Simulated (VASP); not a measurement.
Input of a VASP 6.6.1 run:

INCAR

```
ALGO = Normal
EDIFF = 1E-6
ENCUT = 1330
GGA = CA
GGA_COMPAT = F
ISIF = 2
ISMEAR = 0
LASPH = T
LCHARG = F
LREAL = F
LWAVE = F
NBANDS = 36
NELM = 120
PREC = Accurate
SIGMA = 0.1
```

Contents of KPOINTS:

```
k-points
0
Gamma
  6 6 6
```

File POSCAR:

```
TaN
1.0
    5.1535804508      0.0000000000      0.0000000000
   -2.5767902254      4.4631315908      0.0000000000
    0.0000000000      0.0000000000      2.8712062643
Ta N
3 3
Direct
    0.0000000000      0.0000000000      0.0000000000
    0.3333333333      0.6666666667      0.5000000000
    0.6666666667      0.3333333333      0.5000000000
    0.3934654626      0.0000000000      0.0000000000
    0.6065345374      0.6065345374      0.0000000000
    0.0000000000      0.3934654626      0.0000000000
```

Potentials or basis: VASP PAW LDA potentials, release 64 (Ta_sv_GW, N_h).

Launch:

```console
$ cat potpaw_LDA.64/Ta_sv_GW/POTCAR potpaw_LDA.64/N_h/POTCAR > POTCAR
$ mpirun -np 1 vasp_std > vasp.out
```

Problem. What does it give for the band gap on the k mesh?

Solution. Zero (bands 27 and 28 overlap by 2.92 eV).

Problem. Predict the pressure.

Solution. 1.0 GPa.

Forces in eV/Å, atoms in the order of the input:
```
Ta   0.000  0.000  0.000
Ta   0.000  0.000  0.000
Ta   0.000  0.000  0.000
N    0.003  0.000  0.000
N   -0.001 -0.002  0.000
N   -0.001  0.002  0.000
```

Caveat: the k points lie up to 0.36 Å⁻¹ apart, too coarse for converged energies and pressures of a metal; spin-orbit coupling is left out, which moves the levels of the heavy elements.
